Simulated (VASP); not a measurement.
Write the native input for VASP 6.6.1 that does the following.

- Task: single point
- Functional: revPBE
- Potentials or basis: VASP PAW PBE potentials, release 64 (Fe)
- Cutoff: 600 eV
- k mesh: 18 × 18 × 18
- Occupations: fermi-dirac, width 0.05 eV
- Spin: collinear spin, antiferromagnetic start
- Starting moments: [2.338, -2.338] μB
- Dipole correction: no
- Further INCAR settings: ALGO = Normal; EDIFF = 1e-06; NBANDS = 19

The structure of Fe lies in POSCAR:

```
Fe
1.0
    0.0000000000      2.3088387684      2.3088387684
    2.3088387684      0.0000000000      2.3088387684
    2.3088387684      2.3088387684      0.0000000000
Fe
2
Direct
    0.0000000000      0.0000000000      0.0000000000
    0.5000000000      0.5000000000      0.5000000000
```

This isn't the form of Fe at room conditions, which is bcc.

The input as run:

INCAR

```
ALGO = Normal ; EDIFF = 1E-6
ENCUT = 600 ; GGA = RE
GGA_COMPAT = F ; ISIF = 2
ISMEAR = -1 ; ISPIN = 2
LASPH = T ; LCHARG = F
LMAXMIX = 4 ; LORBIT = 11
LREAL = F ; LWAVE = F
MAGMOM = 2.338 -2.338 ; NBANDS = 19
NELM = 200 ; PREC = Accurate
SIGMA = 0.05
```

KPOINTS

```
k-points
0
Gamma
  18 18 18
```

Potentials or basis: VASP PAW PBE potentials, release 64 (Fe).

Command:

```bash
$ cat potpaw_PBE.64/Fe/POTCAR > POTCAR
$ mpirun -np 1 vasp_std > vasp.out
```

Results of the run:

| Quantity | Value |
| --- | --- |
| Pressure | 9.6 GPa |
| Band gap on the k mesh | zero (filled and empty bands overlap) |
| Net moment | 0.00 μB per cell |
| Site moments | Fe +1.82, -1.82 μB |
| Valence electrons inside the program's atomic spheres | Fe 7.30 |

Caveat: the cell stands under pressure; the antiferromagnetic order is the one typed at the start, and another may lie lower; the PAW data sets were made with another functional, which shifts forces and pressure a little.

It took 6.3 min on 1 thread of Oxide Virtual Turin-like Processor, on a shared host, peak memory 0.25 GiB.
